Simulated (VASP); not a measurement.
# SrO (I4/mmm) in VASP: further runs

The runs below take SrO through single point, with PBE, HSE06, r2SCAN.

Everything below comes from runs of VASP 6.6.1. Logs are shortened: lines on timing, memory, paths and dates and some standing lists are left out, and cuts for length are marked.

### Step 1. The cell of the first run

It takes space group I4/mmm (No. 139, tetragonal). The conventional cell has a = 3.649 Å, b = 3.649 Å, c = 4.890 Å, α = 90.00°, β = 90.00°, γ = 90.00°. Sr (site symmetry 4/mmm) has 6 O at 2.44 to 2.58 Å within 3.2 Å. Within 3.2 Å of O (site symmetry 4/mmm) lie 6 Sr at 2.44 to 2.58 Å.

### Step 2. Single point, PBE (uniaxial z strain -5.2%)

INCAR reads:

```
SYSTEM = SrO
ALGO = Normal
EDIFF = 1E-6
ENCUT = 520
GGA = PE
ISIF = 2
ISMEAR = -1
LASPH = .True.
LCHARG = .False.
LREAL = .False.
LWAVE = .False.
NBANDS = 15
NELM = 100
PREC = Accurate
SIGMA = 0.02
```

KPOINTS reads:

```
k-points
0
Gamma
  8 8 8
  0 0 0
```

POSCAR reads:

```
SrO
1.0
    0.0000000000      2.5798923266      2.4449639579
    2.5798923266      0.0000000000      2.4449639579
    2.5798923266      2.5798923266      0.0000000000
Sr O
1 1
Direct
    0.0000000000      0.0000000000      0.0000000000
    0.5000000000      0.5000000000      0.5000000000
```

Potentials or basis: VASP PAW PBE potentials, release 64 (Sr_sv, O).

Run with:

```
$ cat potpaw_PBE.64/Sr_sv/POTCAR potpaw_PBE.64/O/POTCAR > POTCAR
$ mpirun -np 1 vasp_std > vasp.out
```

OUTCAR:

```text
SYSTEM = SrO
   EDIFF = 1E-6
   ENCUT = 520
   GGA = PE
   ISIF = 2
   ISMEAR = -1
   LASPH = .True.
   LREAL = .False.
   NELM = 100
   PREC = Accurate

 ion  position               nearest neighbor table
   1  0.000  0.000  0.000-   2 2.44   2 2.44   2 2.58   2 2.58   2 2.58   2 2.58
   2  0.500  0.500  0.500-   1 2.44   1 2.44   1 2.58   1 2.58   1 2.58   1 2.58

  LATTYP: Found a body centered tetragonal cell.
 ALAT       =     3.6485187177
 C/A-ratio  =     1.3402501931

  Lattice vectors:

 A1 = (   0.0000000000,  -2.5798923266,  -2.4449639579)
 A2 = (   0.0000000000,   2.5798923266,  -2.4449639579)
 A3 = (   2.5798923266,   0.0000000000,   2.4449639579)

Analysis of symmetry for initial positions (statically):
=====================================================================
 Subroutine PRICEL returns:
 Original cell was already a primitive cell.

 Routine SETGRP: Setting up the symmetry group for a
 body centered tetragonal supercell.

 Subroutine GETGRP returns: Found 16 space group operations
 (whereof 16 operations were pure point group operations)
 out of a pool of 16 trial point group operations.

The static configuration has the point symmetry D_4h.

Analysis of symmetry for dynamics (positions and initial velocities):
=====================================================================
 Subroutine PRICEL returns:
 Original cell was already a primitive cell.

 Routine SETGRP: Setting up the symmetry group for a
 body centered tetragonal supercell.

 Subroutine GETGRP returns: Found 16 space group operations
 (whereof 16 operations were pure point group operations)
 out of a pool of 16 trial point group operations.

The dynamic configuration has the point symmetry D_4h.

 Subroutine INISYM returns: Found 16 space group operations
 (whereof 16 operations are pure point group operations),
 and found     1 'primitive' translations

----------------------------------------------------------------------------------------

                                     Primitive cell

  volume of cell :      32.5466

  direct lattice vectors                    reciprocal lattice vectors
     0.000000000  2.579892327  2.444963958    -0.193806538  0.193806538  0.204501992
     2.579892327  0.000000000  2.444963958     0.193806538 -0.193806538  0.204501992
     2.579892327  2.579892327  0.000000000     0.193806538  0.193806538 -0.204501992

  length of vectors
     3.554390689  3.554390689  3.648518718     0.341969316  0.341969316  0.341969316

  position of ions in fractional coordinates (direct lattice)
     0.000000000  0.000000000  0.000000000
     0.500000000  0.500000000  0.500000000

  ion indices of the primitive-cell ions
   primitive index   ion index
                 1           1
                 2           2

----------------------------------------------------------------------------------------

 KPOINTS: k-points

Automatic generation of k-mesh.
 Grid dimensions read from file:
 generate k-points for:    8    8    8

 Generating k-lattice:

  Cartesian coordinates                     Fractional coordinates (reciprocal lattice)
    -0.024225817  0.024225817  0.025562749     0.125000000  0.000000000  0.000000000
     0.024225817 -0.024225817  0.025562749     0.000000000  0.125000000  0.000000000
     0.024225817  0.024225817 -0.025562749    -0.000000000 -0.000000000  0.125000000

  Length of vectors
     0.042746164  0.042746164  0.042746164

  Shift w.r.t. Gamma in fractional coordinates (k-lattice)
     0.000000000  0.000000000  0.000000000

 Subroutine IBZKPT returns following result:
 ===========================================

 Found     59 irreducible k-points:

 Following reciprocal coordinates:
            Coordinates               Weight
  0.000000  0.000000  0.000000      1.000000
  0.125000  0.000000  0.000000      8.000000
  0.250000  0.000000  0.000000      8.000000
  0.375000  0.000000  0.000000      8.000000
  0.500000  0.000000  0.000000      4.000000
  0.125000  0.125000  0.000000      2.000000
[... 16 lines left out ...]
  0.250000  0.000000  0.125000     16.000000
  0.375000  0.000000  0.125000     16.000000
 [... further k-points ...]
   k-points           NKPTS =     59   k-points in BZ     NKDIM =     59   number of bands    NBANDS=     15
   number of dos      NEDOS =    301   number of ions     NIONS =      2
   total plane-waves  NPLWV =  21952
   dimension x,y,z NGX =    28 NGY =   28 NGZ =   28
   dimension x,y,z NGXF=    56 NGYF=   56 NGZF=   56
   ions per type =               1   1
   NGX,Y,Z   is equivalent  to a cutoff of  13.10, 13.10, 12.76 a.u.
   NGXF,Y,Z  is equivalent  to a cutoff of  26.19, 26.19, 25.52 a.u.
 SYSTEM =  SrO
   PREC   = accura    normal or accurate (medium, high low for compatibility)
   ISTART =      0    job   : 0-new  1-cont  2-samecut
   ICHARG =      2    charge: 1-file 2-atom 10-const
   ISPIN  =      1    spin polarized calculation?
   LNONCOLLINEAR =      F non collinear calculations
   LSORBIT =      F    spin-orbit coupling
   LASPH  =      T    aspherical Exc in radial PAW
   ENCUT  =  520.0 eV  38.22 Ry    6.18 a.u.   6.61  6.61  6.78*2*pi/ulx,y,z
   NELM   =    100;   NELMIN=  2; NELMDL= -5     # of ELM steps
   EDIFF  = 0.1E-05   stopping-criterion for ELM
   LREAL  =      F    real-space projection
   EDIFFG = 0.1E-04   stopping-criterion for IOM
   NSW    =      0    number of steps for IOM
   IBRION =     -1    ionic relax: 0-MD 1-quasi-New 2-CG
   NFREE  =      0    steps in history (QN), initial steepest desc. (CG)
   ISIF   =      2    stress and relaxation
   ISYM   =      2    0-nonsym 1-usesym 2-fastsym
   POTIM  = 0.5000    time-step for ionic-motion
   TEBEG  =    0.0;   TEEND  =   0.0 temperature during run
   PSTRESS=    0.0 pullay stress
   NELECT =      16.0000    total number of electrons
   NUPDOWN=      -1.0000    fix difference up-down
   EMIN   =  10.00;   EMAX   =-10.00  energy-range for DOS
   EFERMI =   0.00;   METHOD = LEGACY
   ISMEAR =    -1;   SIGMA  =   0.02  broadening in eV -4-tet -1-fermi 0-gaus
   EFERMI_NEDOS =   21; number of points for ismear=-14 and -15
   IALGO  =     38    algorithm
   IMIX   =      4    mixing-type and parameters
     AMIX     =   0.40;   BMIX     =  1.00
     AMIX_MAG =   1.60;   BMIX_MAG =  1.00
  volume/ion in A,a.u.               =      16.27       109.82
  Fermi-wavevector in a.u.,A,eV,Ry     =   1.292051  2.441622 22.713505  1.669395
  Thomas-Fermi vector in A             =   2.423783
   LORBIT       =      0    0 simple, 1 ext, 2 COOP (PROOUT), +10 PAW based schemes
   GGA     = PE    functional components
   LHFCALC =     F    Hartree Fock is set to
   AEXX    =    0.0000 exact exchange contribution
   IVDW    =     0    specifies the selected vdW correction
   LEPSILON=     F    determine dielectric tensor
   LRPA    =     F    only Hartree local field effects (RPA)
 non-spin polarized calculation
  energy-cutoff  :      520.00
  volume of cell :       32.55
 maximum number of plane-waves:       901
 NGX is ok and might be reduce to    28
   NGX = 13   NGY = 13   NGZ = 13

 number of electron      15.9999995 magnetization

 Free energy of the ion-electron system (eV)
  ---------------------------------------------------
  ext. energy  EPLUGINS =         0.00000000
  ---------------------------------------------------
  free energy    TOTEN  =       -11.95210297 eV

  energy without entropy =      -11.95210297  energy(sigma->0) =      -11.95210297

 E-fermi :   2.4708     XC(G=0): -10.2280

 val. band max:        2.0466932829   @ k =   0.0000   0.0000   0.0000
 cond. band min:       4.9767154128   @ k =   0.5000   0.5000   0.0000
 fundamental gap:      2.9300221300
 Fermi energy:         2.4707587767

 k-point     1 :       0.0000    0.0000    0.0000
  band No.  band energies     occupation
      1     -30.3556      2.00000
      2     -13.2766      2.00000
      3     -11.9534      2.00000
      4     -11.9534      2.00000
      5     -11.9389      2.00000
      6       1.7985      2.00000
      7       1.7985      2.00000
      8       2.0467      2.00000
      9       6.0966      0.00000
     10       8.0599      0.00000
     11       8.0599      0.00000
     12       8.4747      0.00000
     13      10.0733      0.00000
     14      10.9480      0.00000
     15      14.8266      0.00000

 k-point     2 :       0.1250    0.0000    0.0000
  band No.  band energies     occupation
      1     -30.3314      2.00000
      2     -13.6530      2.00000
      3     -11.9746      2.00000
      4     -11.9546      2.00000
      5     -11.6218      2.00000
      6       1.3891      2.00000
      7       1.5956      2.00000
      8       1.7605      2.00000
      9       6.8001      0.00000
     10       8.0198      0.00000
     11       8.4025      0.00000
     12       8.6643      0.00000
     13      10.4990      0.00000
     14      11.4087      0.00000
     15      15.8703      0.00000

 k-point     3 :       0.2500    0.0000    0.0000
  band No.  band energies     occupation
      1     -30.2721      2.00000
      2     -14.2667      2.00000
      3     -12.0250      2.00000
      4     -11.9740      2.00000
      5     -11.1344      2.00000
      6       0.5540      2.00000
      7       1.1605      2.00000
      8       1.2382      2.00000
      9       8.0050      0.00000
     10       8.3616      0.00000
     11       9.3262      0.00000
     12       9.4617      0.00000
     13      11.5729      0.00000
     14      12.5269      0.00000
     15      17.9542      0.00000

 k-point     4 :       0.3750    0.0000    0.0000
  band No.  band energies     occupation
      1     -30.2117      2.00000
      2     -14.7323      2.00000
      3     -12.0743      2.00000
      4     -11.9931      2.00000
      5     -10.7942      2.00000
      6      -0.1270      2.00000
      7       0.7825      2.00000
      8       0.7976      2.00000
      9       8.3561      0.00000
     10       9.9279      0.00000
     11      10.4316      0.00000
     12      10.5114      0.00000
     13      12.9576      0.00000
     14      13.7825      0.00000
     15      17.8764      0.00000
[... 307 lines left out ...]
 k-point    22 :       0.1250    0.0000    0.1250
  band No.  band energies     occupation
      1     -30.3253      2.00000
      2     -13.6222      2.00000
      3     -12.0060      2.00000
      4     -12.0025      2.00000
      5     -11.6456      2.00000
      6       1.0539      2.00000
      7       1.7356      2.00000
      8       1.9947      2.00000
      9       6.9299      0.00000
     10       7.4087      0.00000
     11       8.7321      0.00000
     12       9.1025      0.00000
     13      10.7060      0.00000
     14      11.2866      0.00000
     15      16.1005      0.00000

 k-point    23 :       0.2500    0.0000    0.1250
  band No.  band energies     occupation
      1     -30.2793      2.00000
      2     -14.0233      2.00000
      3     -12.0557      2.00000
      4     -12.0412      2.00000
      5     -11.3866      2.00000
      6       0.5704      2.00000
      7       1.4529      2.00000
      8       1.6983      2.00000
      9       7.1881      0.00000
     10       7.9819      0.00000
     11       9.5332      0.00000
     12       9.8236      0.00000
     13      11.4683      0.00000
     14      12.0315      0.00000
     15      17.8587      0.00000

 k-point    24 :       0.3750    0.0000    0.1250
  band No.  band energies     occupation
      1     -30.2195      2.00000
      2     -14.4842      2.00000
      3     -12.1236      2.00000
      4     -12.0723      2.00000
      5     -11.0816      2.00000
      6       0.1874      2.00000
      7       0.9685      2.00000
      8       1.1978      2.00000
      9       7.6420      0.00000
     10       9.2333      0.00000
     11      10.5236      0.00000
     12      10.7959      0.00000
     13      12.7001      0.00000
     14      13.1298      0.00000
     15      17.9586      0.00000

 [... further k-points ...]
[... 5 lines left out ...]
  --------------------------------------------------------------------------------------
  -------------------------------------------------------------------------------------
  Total        1.0798541      1.0798541      3.2374934      0.0000000     -0.0000000     -0.0000000
  in kB       53.1581722     53.1581722    159.3726742      0.0000000     -0.0000000     -0.0000000
  external PRESSURE =      88.5630062 kB  Pullay stress =       0.0000000 kB

 VOLUME and BASIS-vectors are now :
 -----------------------------------------------------------------------------
  energy-cutoff  :      520.00
  volume of cell :       32.55
      direct lattice vectors                 reciprocal lattice vectors
     0.000000000  2.579892327  2.444963958    -0.193806538  0.193806538  0.204501992
     2.579892327  0.000000000  2.444963958     0.193806538 -0.193806538  0.204501992
     2.579892327  2.579892327  0.000000000     0.193806538  0.193806538 -0.204501992

 POSITION                                       TOTAL-FORCE (eV/Angst)
 -----------------------------------------------------------------------------------
      0.00000      0.00000      0.00000         0.000000      0.000000      0.000000
      2.57989      2.57989      2.44496        -0.000000     -0.000000      0.000000
 -----------------------------------------------------------------------------------
    total drift:                                0.000000      0.000000      0.000000

  FREE ENERGIE OF THE ION-ELECTRON SYSTEM (eV)
  ---------------------------------------------------
  free  energy   TOTEN  =       -11.9521029674 eV

  energy  without entropy=      -11.9521029674  energy(sigma->0) =      -11.95210297
```

Run time: 23 s. Hardware: 1 thread of Intel Xeon Platinum 8259CL at 2.50GHz (Skylake/Cascade Lake), shared host; peak memory 0.17 GiB.

What came out:

```yaml
Free_energy: -11.9521 eV
Pressure: 8.9 GPa
Band_gap_on_the_k_mesh: 2.93 eV, indirect (least direct gap 3.18 eV)
```

Stress tensor (GPa, compression positive):
```
 5.32  0.00  0.00
 0.00  5.32  0.00
 0.00  0.00 15.94
```

Levels at points of the mesh, in eV from the valence-band top:
| k point | band 6 | band 7 | band 8 | band 9 | band 10 | band 11 |
| --- | --- | --- | --- | --- | --- | --- |
| (0.00, 0.00, 0.00) | -0.25 | -0.25 | 0.00 | 4.05 | 6.01 | 6.01 |
| (0.50, 0.00, 0.00) | -2.43 | -1.42 | -1.41 | 6.56 | 8.62 | 8.90 |
| (0.50, 0.50, 0.00) | -0.31 | -0.31 | -0.26 | 2.93 | 8.02 | 10.28 |
| (0.50, 0.00, 0.50) | -0.64 | -0.33 | -0.03 | 3.15 | 7.90 | 10.38 |

Caveat: the cell differs from its parent crystal (uniaxial z strain -5.2%). A k mesh can miss the band edges.

(Part 1 of 2 ends here.)
